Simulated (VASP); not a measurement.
# Mg5ZnN4 (Pmmn) in VASP: notebook

Mg5ZnN4 is run at these levels: PBE, LDA; tasks: electric field gradients.

All numbers are computed with VASP 6.6.1; they aren't measurements. Logs are shortened: lines on timing, memory, paths and dates and some standing lists are left out, and cuts for length are marked.

## 1. The cell of the first run

The structure is orthorhombic, space group Pmmn (No. 59). Conventional cell: a = 6.759 Å, b = 7.147 Å, c = 5.183 Å, α = 90.00°, β = 90.00°, γ = 90.00°. Mg (site symmetry 1) has 4 N at 2.09 to 2.39 Å and 3 Mg at 2.69 to 2.75 Å and 1 Zn at 2.73 Å within 2.8 Å. Mg (site symmetry mm2) has 4 N at 2.06 to 2.11 Å within 2.7 Å. Zn (site symmetry mm2) has 4 N at 2.06 to 2.16 Å within 2.7 Å. N (site symmetry m) has 5 Mg at 2.06 to 2.39 Å and 1 Zn at 2.06 Å within 2.7 Å. N (site symmetry m) has 5 Mg at 2.11 to 2.17 Å and 1 Zn at 2.16 Å within 2.8 Å.

## 2. Electric field gradients, PBE

INCAR

```
PREC = Accurate
ENCUT = 520
EDIFF = 1E-8
ISMEAR = -1
SIGMA = 0.02
LREAL = Auto
LASPH = T
NELM = 100
ALGO = Normal
ISIF = 2
LWAVE = F
LCHARG = F
GGA = PE
LEFG = T
NBANDS = 58
```

KPOINTS

```
regular mesh
0
Gamma
  4 4 6
```

POSCAR

```
Mg5ZnN4
1.0
    6.7593360000      0.0000000000      0.0000000000
    0.0000000000      7.1473560000      0.0000000000
    0.0000000000      0.0000000000      5.1833780000
Mg Zn N
10 2 8
Direct
    0.2525850000      0.3008640000      0.7506170000
    0.2525850000      0.6991360000      0.7506170000
    0.7474150000      0.3008640000      0.7506170000
    0.7474150000      0.6991360000      0.7506170000
    0.2474150000      0.1991360000      0.2493830000
    0.2474150000      0.8008640000      0.2493830000
    0.7525850000      0.1991360000      0.2493830000
    0.7525850000      0.8008640000      0.2493830000
    0.5000000000      0.5000000000      0.2775710000
    0.0000000000      0.0000000000      0.7224290000
    0.0000000000      0.5000000000      0.2733140000
    0.5000000000      0.0000000000      0.7266860000
    0.7487420000      0.5000000000      0.0470740000
    0.2512580000      0.5000000000      0.0470740000
    0.7512580000      0.0000000000      0.9529260000
    0.2487420000      0.0000000000      0.9529260000
    0.5000000000      0.2520210000      0.4973610000
    0.5000000000      0.7479790000      0.4973610000
    0.0000000000      0.2479790000      0.5026390000
    0.0000000000      0.7520210000      0.5026390000
```

Potentials or basis: VASP PAW PBE potentials, release 64 (Mg, Zn, N).

Started as:

```sh
> cat potpaw_PBE.64/Mg/POTCAR potpaw_PBE.64/Zn/POTCAR potpaw_PBE.64/N/POTCAR > POTCAR
> mpirun -np 1 vasp_std > vasp.out
```

OUTCAR:

```text
PREC = Accurate
   ENCUT = 520
   EDIFF = 1E-8
   ISMEAR = -1
   LREAL = Auto
   LASPH = T
   NELM = 100
   ISIF = 2
   GGA = PE

 ion  position               nearest neighbor table
   1  0.253  0.301  0.751-  14 2.09  17 2.15  19 2.17  16 2.39   5 2.69   5 2.70  12 2.73  10 2.75
                             2 2.85   9 3.29  11 3.33   3 3.34   3 3.41   9 3.50
   2  0.253  0.699  0.751-  14 2.09  18 2.15  20 2.17  16 2.39   6 2.69   6 2.70  12 2.73  10 2.75
                             1 2.85   9 3.29  11 3.33   4 3.34   4 3.41   9 3.50
   3  0.747  0.301  0.751-  13 2.09  17 2.15  19 2.17  15 2.39   7 2.69   7 2.70  12 2.73  10 2.75
                             4 2.85   9 3.29  11 3.33   1 3.34   1 3.41   9 3.50
   4  0.747  0.699  0.751-  13 2.09  18 2.15  20 2.17  15 2.39   8 2.69   8 2.70  12 2.73  10 2.75
                             3 2.85   9 3.29  11 3.33   2 3.34   2 3.41   9 3.50
   5  0.247  0.199  0.249-  16 2.09  19 2.15  17 2.17  14 2.39   1 2.69   1 2.70  11 2.73   9 2.75
                             6 2.85  10 3.29  12 3.33   7 3.34   7 3.41  10 3.50
   6  0.247  0.801  0.249-  16 2.09  20 2.15  18 2.17  14 2.39   2 2.69   2 2.70  11 2.73   9 2.75
                             5 2.85  10 3.29  12 3.33   8 3.34   8 3.41  10 3.50
   7  0.753  0.199  0.249-  15 2.09  19 2.15  17 2.17  13 2.39   3 2.69   3 2.70  11 2.73   9 2.75
                             8 2.85  10 3.29  12 3.33   5 3.34   5 3.41  10 3.50
   8  0.753  0.801  0.249-  15 2.09  20 2.15  18 2.17  13 2.39   4 2.69   4 2.70  11 2.73   9 2.75
                             7 2.85  10 3.29  12 3.33   6 3.34   6 3.41  10 3.50
   9  0.500  0.500  0.278-  13 2.06  14 2.06  17 2.11  18 2.11   5 2.75   6 2.75   7 2.75   8 2.75
                             1 3.29   2 3.29   3 3.29   4 3.29   1 3.50   2 3.50   3 3.50   4 3.50
  10  0.000  0.000  0.722-  15 2.06  16 2.06  19 2.11  20 2.11   1 2.75   2 2.75   3 2.75   4 2.75
                             5 3.29   6 3.29   7 3.29   8 3.29   5 3.50   6 3.50   7 3.50   8 3.50
  11  0.000  0.500  0.273-  13 2.06  14 2.06  19 2.16  20 2.16   5 2.73   6 2.73   7 2.73   8 2.73
                             1 3.33   2 3.33   3 3.33   4 3.33
  12  0.500  0.000  0.727-  15 2.06  16 2.06  17 2.16  18 2.16   1 2.73   2 2.73   3 2.73   4 2.73
                             5 3.33   6 3.33   7 3.33   8 3.33
  13  0.749  0.500  0.047-   9 2.06  11 2.06   3 2.09   4 2.09   7 2.39   8 2.39
  14  0.251  0.500  0.047-   9 2.06  11 2.06   1 2.09   2 2.09   5 2.39   6 2.39
  15  0.751  0.000  0.953-  10 2.06  12 2.06   7 2.09   8 2.09   3 2.39   4 2.39
  16  0.249  0.000  0.953-  10 2.06  12 2.06   5 2.09   6 2.09   1 2.39   2 2.39
  17  0.500  0.252  0.497-   9 2.11   3 2.15   1 2.15  12 2.16   5 2.17   7 2.17
  18  0.500  0.748  0.497-   9 2.11   4 2.15   2 2.15  12 2.16   6 2.17   8 2.17
  19  0.000  0.248  0.503-  10 2.11   7 2.15   5 2.15  11 2.16   1 2.17   3 2.17
  20  0.000  0.752  0.503-  10 2.11   8 2.15   6 2.15  11 2.16   2 2.17   4 2.17

  LATTYP: Found a simple orthorhombic cell.
 ALAT       =     5.1833780000
 B/A-ratio  =     1.3040407240
 C/A-ratio  =     1.3788992429

  Lattice vectors:

 A1 = (   0.0000000000,   0.0000000000,   5.1833780000)
 A2 = (   6.7593360000,   0.0000000000,   0.0000000000)
 A3 = (   0.0000000000,   7.1473560000,   0.0000000000)

Analysis of symmetry for initial positions (statically):
=====================================================================
 Subroutine PRICEL returns:
 Original cell was already a primitive cell.

 Routine SETGRP: Setting up the symmetry group for a
 simple orthorhombic supercell.

 Subroutine GETGRP returns: Found  8 space group operations
 (whereof  4 operations were pure point group operations)
 out of a pool of  8 trial point group operations.

The static configuration has the point symmetry C_2v.
 The point group associated with its full space group is D_2h.

Analysis of symmetry for dynamics (positions and initial velocities):
=====================================================================
 Subroutine PRICEL returns:
 Original cell was already a primitive cell.

 Routine SETGRP: Setting up the symmetry group for a
 simple orthorhombic supercell.

 Subroutine GETGRP returns: Found  8 space group operations
 (whereof  4 operations were pure point group operations)
 out of a pool of  8 trial point group operations.

The dynamic configuration has the point symmetry C_2v.
 The point group associated with its full space group is D_2h.

 Subroutine INISYM returns: Found  8 space group operations
 (whereof  4 operations are pure point group operations),
 and found     1 'primitive' translations

[... 146 lines left out ...]
   EFERMI_NEDOS =   21; number of points for ismear=-14 and -15
   IALGO  =     38    algorithm
   IMIX   =      4    mixing-type and parameters
     AMIX     =   0.40;   BMIX     =  1.00
     AMIX_MAG =   1.60;   BMIX_MAG =  1.00
  volume/ion in A,a.u.               =      12.52        84.49
  Fermi-wavevector in a.u.,A,eV,Ry     =   1.137489  2.149542 17.604318  1.293881
  Thomas-Fermi vector in A             =   2.274194
   LORBIT       =      0    0 simple, 1 ext, 2 COOP (PROOUT), +10 PAW based schemes
   GGA     = PE    functional components
   LHFCALC =     F    Hartree Fock is set to
   AEXX    =    0.0000 exact exchange contribution
   IVDW    =     0    specifies the selected vdW correction
   LEPSILON=     F    determine dielectric tensor
   LRPA    =     F    only Hartree local field effects (RPA)
 non-spin polarized calculation
  energy-cutoff  :      520.00
  volume of cell :      250.42
 maximum number of plane-waves:      6761
   NGX = 25   NGY = 27   NGZ = 19

 number of electron      84.0000016 magnetization

 Free energy of the ion-electron system (eV)
  ---------------------------------------------------
  ext. energy  EPLUGINS =         0.00000000
  ---------------------------------------------------
  free energy    TOTEN  =       -95.00353750 eV

  energy without entropy =      -95.00353750  energy(sigma->0) =      -95.00353750

 E-fermi :   3.4573     XC(G=0): -10.1243

 val. band max:        3.0578855409   @ k =   0.0000   0.0000   0.5000
 cond. band min:       3.8400094760   @ k =   0.0000   0.0000   0.0000
 fundamental gap:      0.7821239351
 Fermi energy:         3.4573327296

 k-point     1 :       0.0000    0.0000    0.0000
  band No.  band energies     occupation
      1     -10.6188      2.00000
      2      -9.7607      2.00000
      3      -9.6251      2.00000
      4      -9.5772      2.00000
      5      -9.4864      2.00000
      6      -9.3112      2.00000
[... 1357 lines left out ...]
     53       9.5106      0.00000
     54       9.5106      0.00000

 [... further k-points ...]

 [bands above 54 left out]

------------------------ aborting loop because EDIFF is reached ----------------------------------------

  FORCE on cell =-STRESS in cart. coord.  units (eV):
  Direction    XX          YY          ZZ          XY          YZ          ZX
  --------------------------------------------------------------------------------------
  -------------------------------------------------------------------------------------
  Total       -0.7200632     -0.5261131     -0.6521565      0.0000000      0.0000000      0.0000000
  in kB       -4.6070067     -3.3661026     -4.1725358      0.0000000      0.0000000      0.0000000
  external PRESSURE =      -4.0485483 kB  Pullay stress =       0.0000000 kB

 VOLUME and BASIS-vectors are now :
 -----------------------------------------------------------------------------
  energy-cutoff  :      520.00
  volume of cell :      250.42
      direct lattice vectors                 reciprocal lattice vectors
     6.759336000  0.000000000  0.000000000     0.147943526  0.000000000  0.000000000
     0.000000000  7.147356000  0.000000000     0.000000000  0.139911878  0.000000000
     0.000000000  0.000000000  5.183378000     0.000000000  0.000000000  0.192924383

 POSITION                                       TOTAL-FORCE (eV/Angst)
 -----------------------------------------------------------------------------------
      1.70731      2.15038      3.89073         0.004123     -0.000723     -0.002144
      1.70731      4.99697      3.89073         0.004123      0.000723     -0.002144
      5.05203      2.15038      3.89073        -0.004123     -0.000723     -0.002144
      5.05203      4.99697      3.89073        -0.004123      0.000723     -0.002144
      1.67236      1.42330      1.29265        -0.004123      0.000723      0.002144
      1.67236      5.72406      1.29265        -0.004123     -0.000723      0.002144
[... 12 lines left out ...]
      0.00000      1.77239      2.60537         0.000000      0.000584      0.000054
      0.00000      5.37496      2.60537         0.000000     -0.000584      0.000054
 -----------------------------------------------------------------------------------
    total drift:                               -0.000000      0.000000     -0.000000

  FREE ENERGIE OF THE ION-ELECTRON SYSTEM (eV)
  ---------------------------------------------------
  free  energy   TOTEN  =       -95.0035375016 eV

  energy  without entropy=      -95.0035375015  energy(sigma->0) =      -95.00353750

 Electric field gradients (V/A^2)
---------------------------------------------------------------------
 ion       V_xx      V_yy      V_zz      V_xy      V_xz      V_yz
---------------------------------------------------------------------
   1       1.532     6.100    -7.632    -0.729     1.327   -17.675
   2       1.532     6.100    -7.632     0.729     1.327    17.675
   3       1.532     6.100    -7.632     0.729    -1.327   -17.675
   4       1.532     6.100    -7.632    -0.729    -1.327    17.675
   5       1.532     6.100    -7.632    -0.729     1.327   -17.675
   6       1.532     6.100    -7.632     0.729     1.327    17.675
[... 12 lines left out ...]
  19      -6.427     9.781    -3.354     0.000    -0.000    -8.671
  20      -6.427     9.781    -3.354    -0.000    -0.000     8.671
---------------------------------------------------------------------

 Electric field gradients after diagonalization (V/A^2)
 (convention: |V_zz| > |V_xx| > |V_yy|)
----------------------------------------------------------------------
 ion       V_xx      V_yy      V_zz     asymmetry (V_yy - V_xx)/ V_zz
----------------------------------------------------------------------
   1      18.305     1.445   -19.750       0.854
   2      18.305     1.445   -19.750       0.854
   3      18.305     1.445   -19.750       0.854
   4      18.305     1.445   -19.750       0.854
   5      18.305     1.445   -19.750       0.854
   6      18.305     1.445   -19.750       0.854
[... 12 lines left out ...]
  19      -7.664    -6.427    14.091       0.088
  20      -7.664    -6.427    14.091       0.088
----------------------------------------------------------------------

           NMR quadrupolar parameters

 Cq : quadrupolar parameter    Cq=e*Q*V_zz/h
 eta: asymmetry parameters     (V_yy - V_xx)/ V_zz
 Q  : nuclear electric quadrupole moment in mb (millibarn)
----------------------------------------------------------------------
 ion       Cq(MHz)       eta       Q (mb)
----------------------------------------------------------------------
   1      -0.048       0.854       1.000
   2      -0.048       0.854       1.000
   3      -0.048       0.854       1.000
   4      -0.048       0.854       1.000
   5      -0.048       0.854       1.000
   6      -0.048       0.854       1.000
[... 12 lines left out ...]
  19       0.034       0.088       1.000
  20       0.034       0.088       1.000
----------------------------------------------------------------------
```

It took 10 min on 1 thread of AMD EPYC 9R45 (Zen 5), shared host; peak memory 0.49 GiB.

What came out:

* Free energy: -95.0035 eV
* Pressure: -0.4 GPa
* Largest force: 0.014 eV/Å
* Band gap on the k mesh: 0.78 eV, indirect (least direct gap 0.87 eV)

Forces on the atoms (eV/Å):
```
Mg   0.004 -0.001 -0.002
Mg   0.004  0.001 -0.002
Mg  -0.004 -0.001 -0.002
Mg  -0.004  0.001 -0.002
Mg  -0.004  0.001  0.002
Mg  -0.004 -0.001  0.002
Mg   0.004  0.001  0.002
Mg   0.004 -0.001  0.002
Mg   0.000  0.000 -0.009
Mg   0.000  0.000  0.009
Zn   0.000  0.000 -0.014
Zn   0.000  0.000  0.014
N   -0.002  0.000  0.013
N    0.002  0.000  0.013
N    0.002  0.000 -0.013
N   -0.002  0.000 -0.013
N    0.000 -0.001  0.000
N    0.000  0.001  0.000
N    0.000  0.001  0.000
N    0.000 -0.001  0.000
```

Electric field gradients, principal values (V/Å²):
| atom | least | middle | greatest (by size) |
| --- | --- | --- | --- |
| 1 Mg | 1.445 | 18.305 | -19.750 |
| 2 Mg | 1.445 | 18.305 | -19.750 |
| 3 Mg | 1.445 | 18.305 | -19.750 |
| 4 Mg | 1.445 | 18.305 | -19.750 |
| 5 Mg | 1.445 | 18.305 | -19.750 |
| 6 Mg | 1.445 | 18.305 | -19.750 |
| 7 Mg | 1.445 | 18.305 | -19.750 |
| 8 Mg | 1.445 | 18.305 | -19.750 |
| 9 Mg | 2.026 | 4.490 | -6.516 |
| 10 Mg | 2.026 | 4.490 | -6.516 |
| 11 Zn | 8.377 | 18.960 | -27.337 |
| 12 Zn | 8.377 | 18.960 | -27.337 |
| 13 N | 10.798 | 15.396 | -26.194 |
| 14 N | 10.798 | 15.396 | -26.194 |
| 15 N | 10.798 | 15.396 | -26.194 |
| 16 N | 10.798 | 15.396 | -26.194 |
| 17 N | -6.427 | -7.664 | 14.091 |
| 18 N | -6.427 | -7.664 | 14.091 |
| 19 N | -6.427 | -7.664 | 14.091 |
| 20 N | -6.427 | -7.664 | 14.091 |

Caveat: without QUAD_EFG the Cq values of the log hold for a quadrupole moment of 1 mb, not for the nuclei. A hybrid or GW would open this gap; PBE tends to underestimate it.

(Continued in part 2 of 2.)
